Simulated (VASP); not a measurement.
# Sn (C2/m) in VASP: single point with PBE

Aim: the single point of Sn with PBE.

Everything below comes from runs of VASP 6.6.1. Logs are shortened: lines on timing, memory, paths and dates and some standing lists are left out, and cuts for length are marked.

## (1) The cell of the first run

Symmetry: C2/m, No. 12, monoclinic system. The conventional cell has a = 6.485 Å, b = 5.880 Å, c = 3.201 Å, α = 90.00°, β = 115.19°, γ = 90.00°. Sn (site symmetry m) has 10 Sn at 2.99 to 3.93 Å within 4.0 Å.

## (2) Single point, PBE (strain +0.0750 x Voigt [0, 0, 0, 0, 1, 0])

Contents of INCAR:

```
PREC     = Accurate       # precision mode
ENCUT    = 520            # plane-wave cutoff, eV
EDIFF    = 1E-6           # SCF threshold, eV
ISMEAR   = 0              # smearing method
SIGMA    = 0.15           # smearing width, eV
LREAL    = False          # projectors in reciprocal space
LASPH    = True           # aspherical terms in the spheres
NELM     = 100            # most SCF steps
ALGO     = Fast           # electronic algorithm
ISIF     = 2              # what is computed and relaxed
LWAVE    = False          # write WAVECAR
LCHARG   = True           # write CHGCAR
GGA      = PE             # functional
LELF     = True           # ELF
LVHAR    = True         
NBANDS   = 21             # bands
```

Contents of KPOINTS:

```
regular mesh
0
Gamma
  16 16 16
```

Contents of POSCAR:

```
Sn
1.0
   -2.8801666307      2.9401404553      1.4890467218
    3.0001142799     -2.9401404553      1.7095572560
    2.8801666307      2.9401404553     -1.4890467218
Sn
2
Direct
    0.7500000000      0.2500000000      0.5000000000
    0.0000000000      0.0000000000      0.0000000000
```

Potentials or basis: VASP PAW PBE potentials, release 64 (Sn_d).

Started as:

```
$ cat potpaw_PBE.64/Sn_d/POTCAR > POTCAR
$ mpirun -np 1 vasp_std > vasp.out
```

OUTCAR:

```text
PREC = Accurate
   ENCUT = 520
   EDIFF = 1E-6
   ISMEAR = 0
   LREAL = False
   LASPH = True
   NELM = 100
   ISIF = 2
   GGA = PE

 ion  position               nearest neighbor table
   1  0.750  0.250  0.500-   2 2.99   2 3.05   2 3.05   2 3.11   2 3.66
   2  0.000  0.000  0.000-   1 2.99   1 3.05   1 3.05   1 3.11   1 3.66

  LATTYP: Found a base centered monoclinic cell.
 ALAT       =     6.4846341332
 B/A-ratio  =     0.9068022636
 C/A-ratio  =     0.4936056746
 COS(beta)  =    -0.4256432741

  Lattice vectors:

 A1 = (   2.8801666307,  -2.9401404553,  -1.4890467218)
 A2 = (   2.8801666307,   2.9401404553,  -1.4890467218)
 A3 = (   0.1199476492,   0.0000000000,   3.1986039778)

Analysis of symmetry for initial positions (statically):
=====================================================================
 Subroutine PRICEL returns:
 Original cell was already a primitive cell.

 Routine SETGRP: Setting up the symmetry group for a
 base centered monoclinic supercell.

 Subroutine GETGRP returns: Found  4 space group operations
 (whereof  2 operations were pure point group operations)
 out of a pool of  4 trial point group operations.

The static configuration has the point symmetry C_1h.
 The point group associated with its full space group is C_2h.

Analysis of symmetry for dynamics (positions and initial velocities):
=====================================================================
 Subroutine PRICEL returns:
 Original cell was already a primitive cell.

 Routine SETGRP: Setting up the symmetry group for a
 base centered monoclinic supercell.

 Subroutine GETGRP returns: Found  4 space group operations
 (whereof  2 operations were pure point group operations)
 out of a pool of  4 trial point group operations.

The dynamic configuration has the point symmetry C_1h.
 The point group associated with its full space group is C_2h.

 Subroutine INISYM returns: Found  4 space group operations
 (whereof  2 operations are pure point group operations),
 and found     1 'primitive' translations

----------------------------------------------------------------------------------------

                                     Primitive cell

  volume of cell :      55.2224

  direct lattice vectors                    reciprocal lattice vectors
    -2.880166631  2.940140455  1.489046722    -0.011740375  0.170059903  0.313076654
     3.000114280 -2.940140455  1.709557256     0.158559012  0.000000000  0.306690427
     2.880166631  2.940140455 -1.489046722     0.170299386  0.170059903 -0.006386227

  length of vectors
     4.376876267  4.535162357  4.376876267     0.356476084  0.345253498  0.240755136

  position of ions in fractional coordinates (direct lattice)
     0.750000000  0.250000000  0.500000000
     0.000000000  0.000000000  0.000000000

  ion indices of the primitive-cell ions
   primitive index   ion index
                 1           1
                 2           2

----------------------------------------------------------------------------------------

 KPOINTS: regular mesh

Automatic generation of k-mesh.
 Grid dimensions read from file:
 generate k-points for:   16   16   16

 Generating k-lattice:

  Cartesian coordinates                     Fractional coordinates (reciprocal lattice)
    -0.000733773  0.010628744  0.019567291     0.062500000  0.000000000  0.000000000
     0.009909938  0.000000000  0.019168152     0.000000000  0.062500000  0.000000000
     0.010643712  0.010628744 -0.000399139     0.000000000  0.000000000  0.062500000

  Length of vectors
     0.022279755  0.021578344  0.015047196

  Shift w.r.t. Gamma in fractional coordinates (k-lattice)
     0.000000000  0.000000000  0.000000000

 Subroutine IBZKPT returns following result:
 ===========================================

 Found   1098 irreducible k-points:

 Following reciprocal coordinates:
            Coordinates               Weight
  0.000000  0.000000  0.000000      1.000000
  0.062500  0.000000 -0.000000      4.000000
  0.125000  0.000000 -0.000000      4.000000
  0.187500  0.000000  0.000000      4.000000
  0.250000  0.000000 -0.000000      4.000000
  0.312500  0.000000 -0.000000      4.000000
[... 16 lines left out ...]
 -0.187500  0.062500  0.000000      4.000000
 -0.125000  0.062500  0.000000      4.000000
 [... further k-points ...]
   k-points           NKPTS =   1098   k-points in BZ     NKDIM =   1098   number of bands    NBANDS=     21
   number of dos      NEDOS =    301   number of ions     NIONS =      2
   total plane-waves  NPLWV =  46656
   dimension x,y,z NGX =    36 NGY =   36 NGZ =   36
   dimension x,y,z NGXF=    72 NGYF=   72 NGZF=   72
   ions per type =               2
   NGX,Y,Z   is equivalent  to a cutoff of  13.67, 13.20, 13.67 a.u.
   NGXF,Y,Z  is equivalent  to a cutoff of  27.35, 26.39, 27.35 a.u.
 SYSTEM =  unknown system
   PREC   = accura    normal or accurate (medium, high low for compatibility)
   ISTART =      0    job   : 0-new  1-cont  2-samecut
   ICHARG =      2    charge: 1-file 2-atom 10-const
   ISPIN  =      1    spin polarized calculation?
   LNONCOLLINEAR =      F non collinear calculations
   LSORBIT =      F    spin-orbit coupling
   LASPH  =      T    aspherical Exc in radial PAW
   ENCUT  =  520.0 eV  38.22 Ry    6.18 a.u.   8.14  8.43  8.14*2*pi/ulx,y,z
   NELM   =    100;   NELMIN=  2; NELMDL= -5     # of ELM steps
   EDIFF  = 0.1E-05   stopping-criterion for ELM
   LREAL  =      F    real-space projection
[... 7 lines left out ...]
   TEBEG  =    0.0;   TEEND  =   0.0 temperature during run
   PSTRESS=    0.0 pullay stress
   NELECT =      28.0000    total number of electrons
   NUPDOWN=      -1.0000    fix difference up-down
   EMIN   =  10.00;   EMAX   =-10.00  energy-range for DOS
   EFERMI =   0.00;   METHOD = LEGACY
   ISMEAR =     0;   SIGMA  =   0.15  broadening in eV -4-tet -1-fermi 0-gaus
   EFERMI_NEDOS =   21; number of points for ismear=-14 and -15
   IALGO  =     68    algorithm
   IMIX   =      4    mixing-type and parameters
     AMIX     =   0.40;   BMIX     =  1.00
     AMIX_MAG =   1.60;   BMIX_MAG =  1.00
  volume/ion in A,a.u.               =      27.61       186.33
  Fermi-wavevector in a.u.,A,eV,Ry     =   1.305436  2.466917 23.186558  1.704164
  Thomas-Fermi vector in A             =   2.436305
   LORBIT       =      0    0 simple, 1 ext, 2 COOP (PROOUT), +10 PAW based schemes
   GGA     = PE    functional components
   LHFCALC =     F    Hartree Fock is set to
   AEXX    =    0.0000 exact exchange contribution
   IVDW    =     0    specifies the selected vdW correction
   LEPSILON=     F    determine dielectric tensor
   LRPA    =     F    only Hartree local field effects (RPA)
 non-spin polarized calculation
 RMM-DIIS sequential band-by-band and
 Gauss-broadening in eV      SIGMA  =   0.15
  energy-cutoff  :      520.00
  volume of cell :       55.22
 maximum number of plane-waves:      1512
 NGX is ok and might be reduce to    36
   NGX = 17   NGY = 17   NGZ = 17

 number of electron      27.9999992 magnetization

 Free energy of the ion-electron system (eV)
  ---------------------------------------------------
  ext. energy  EPLUGINS =         0.00000000
  ---------------------------------------------------
  free energy    TOTEN  =        -7.58748009 eV

  energy without entropy =       -7.57613975  energy(sigma->0) =       -7.58180992

 E-fermi :   7.7793     XC(G=0): -10.2239

 val. band max:        7.7785359779   @ k =   0.1875  -0.1250   0.0625
 cond. band min:       7.7815301864   @ k =   0.3750   0.0000   0.3125
 fundamental gap:      0.0029942085
 Fermi energy:         7.7793245460

 k-point     1 :       0.0000    0.0000    0.0000
  band No.  band energies     occupation
      1     -13.8698      2.00000
      2     -13.7925      2.00000
      3     -13.7483      2.00000
      4     -13.7373      2.00000
      5     -13.5962      2.00000
      6     -13.5957      2.00000
[... 13 lines left out ...]
     20      17.4842      0.00000
     21      18.0308      0.00000

 k-point     2 :       0.0625    0.0000   -0.0000
  band No.  band energies     occupation
      1     -13.8675      2.00000
      2     -13.7850      2.00000
      3     -13.7456      2.00000
      4     -13.7285      2.00000
      5     -13.6026      2.00000
      6     -13.6011      2.00000
[... 13 lines left out ...]
     20      17.4102      0.00000
     21      17.7805      0.00000

 k-point     3 :       0.1250    0.0000   -0.0000
  band No.  band energies     occupation
      1     -13.8605      2.00000
      2     -13.7641      2.00000
      3     -13.7378      2.00000
      4     -13.7051      2.00000
      5     -13.6167      2.00000
      6     -13.6092      2.00000
[... 13 lines left out ...]
     20      16.4536      0.00000
     21      16.7928      0.00000

 k-point     4 :       0.1875    0.0000    0.0000
  band No.  band energies     occupation
      1     -13.8492      2.00000
      2     -13.7357      2.00000
      3     -13.7263      2.00000
      4     -13.6788      2.00000
      5     -13.6342      2.00000
      6     -13.6101      2.00000
[... 13 lines left out ...]
     20      15.5938      0.00000
     21      16.2224      0.00000

 k-point     5 :       0.2500    0.0000   -0.0000
  band No.  band energies     occupation
      1     -13.8355      2.00000
      2     -13.7135      2.00000
      3     -13.7105      2.00000
      4     -13.6691      2.00000
      5     -13.6515      2.00000
      6     -13.6104      2.00000
[... 13 lines left out ...]
     20      14.9340      0.00000
     21      16.3107      0.00000

 k-point     6 :       0.3125    0.0000   -0.0000
  band No.  band energies     occupation
      1     -13.8219      2.00000
      2     -13.7051      2.00000
      3     -13.6974      2.00000
      4     -13.6799      2.00000
      5     -13.6619      2.00000
      6     -13.6215      2.00000
[... 13 lines left out ...]
     20      14.4864      0.00000
     21      16.7666      0.00000

 k-point     7 :       0.3750    0.0000    0.0000
  band No.  band energies     occupation
      1     -13.8101      2.00000
      2     -13.7079      2.00000
      3     -13.7039      2.00000
      4     -13.6861      2.00000
      5     -13.6591      2.00000
      6     -13.6315      2.00000
[... 13 lines left out ...]
     20      15.1226      0.00000
     21      17.3699      0.00000
[... 291 lines left out ...]
      1     -13.8108      2.00000
      2     -13.7059      2.00000
      3     -13.6978      2.00000
      4     -13.6920      2.00000
      5     -13.6560      2.00000
      6     -13.6208      2.00000
[... 13 lines left out ...]
     20      15.0041      0.00000
     21      16.3006      0.00000

 k-point    21 :      -0.3125    0.0625   -0.0000
  band No.  band energies     occupation
      1     -13.8240      2.00000
      2     -13.7154      2.00000
      3     -13.7048      2.00000
      4     -13.6833      2.00000
      5     -13.6512      2.00000
      6     -13.6087      2.00000
[... 13 lines left out ...]
     20      15.2986      0.00000
     21      15.9042      0.00000

 k-point    22 :      -0.2500    0.0625    0.0000
  band No.  band energies     occupation
      1     -13.8385      2.00000
      2     -13.7393      2.00000
      3     -13.7171      2.00000
      4     -13.6897      2.00000
      5     -13.6373      2.00000
      6     -13.6023      2.00000
[... 13 lines left out ...]
     20      15.8396      0.00000
     21      15.9761      0.00000

 k-point    23 :      -0.1875    0.0625    0.0000
  band No.  band energies     occupation
      1     -13.8518      2.00000
      2     -13.7661      2.00000
      3     -13.7300      2.00000
      4     -13.7114      2.00000
      5     -13.6215      2.00000
      6     -13.6039      2.00000
[... 13 lines left out ...]
     20      16.5095      0.00000
     21      16.7248      0.00000

 k-point    24 :      -0.1250    0.0625    0.0000
  band No.  band energies     occupation
      1     -13.8614      2.00000
      2     -13.7861      2.00000
      3     -13.7401      2.00000
      4     -13.7317      2.00000
      5     -13.6083      2.00000
      6     -13.5993      2.00000
[... 13 lines left out ...]
     20      17.5512      0.00000
     21      17.6629      0.00000

 [... further k-points ...]

------------------------ aborting loop because EDIFF is reached ----------------------------------------

  FORCE on cell =-STRESS in cart. coord.  units (eV):
  Direction    XX          YY          ZZ          XY          YZ          ZX
  --------------------------------------------------------------------------------------
  -------------------------------------------------------------------------------------
  Total        0.7338131      0.5202829      0.3406570      0.0000000     -0.0000000     -0.5901006
  in kB       21.2902397     15.0950532      9.8835392      0.0000000     -0.0000000    -17.1206873
  external PRESSURE =      15.4229440 kB  Pullay stress =       0.0000000 kB

 VOLUME and BASIS-vectors are now :
 -----------------------------------------------------------------------------
  energy-cutoff  :      520.00
  volume of cell :       55.22
      direct lattice vectors                 reciprocal lattice vectors
    -2.880166631  2.940140455  1.489046722    -0.011740375  0.170059903  0.313076654
     3.000114280 -2.940140455  1.709557256     0.158559012  0.000000000  0.306690427
     2.880166631  2.940140455 -1.489046722     0.170299386  0.170059903 -0.006386227

 POSITION                                       TOTAL-FORCE (eV/Angst)
 -----------------------------------------------------------------------------------
      0.02999      2.94014      0.79965         0.150624      0.000000     -0.015468
      0.00000      0.00000      0.00000        -0.150624      0.000000      0.015468
 -----------------------------------------------------------------------------------
    total drift:                               -0.000000      0.000000     -0.000000

  FREE ENERGIE OF THE ION-ELECTRON SYSTEM (eV)
  ---------------------------------------------------
  free  energy   TOTEN  =        -7.5874800948 eV

  energy  without entropy=       -7.5761397451  energy(sigma->0) =       -7.58180992
```

Wall time 8.5 min (1 thread of Intel Xeon 6975P-C (Granite Rapids), shared host); peak memory 1 GiB.

Results:

```
Free energy            : -7.5875 eV
Pressure               : 1.5 GPa
Largest force          : 0.151 eV/Å
Band gap on the k mesh : zero (bands 14 and 15 overlap by 4.14 eV)
```

Forces in eV/Å, atoms in the order of the input:
```
Sn   0.151  0.000 -0.015
Sn  -0.151  0.000  0.015
```

Stress tensor (GPa, compression positive):
```
 2.13  0.00 -1.71
 0.00  1.51  0.00
-1.71  0.00  0.99
```

Caveat: the cell differs from its parent crystal (strain +0.0750 x Voigt [0, 0, 0, 0, 1, 0]); spin-orbit coupling is left out, which moves the levels of the heavy elements.
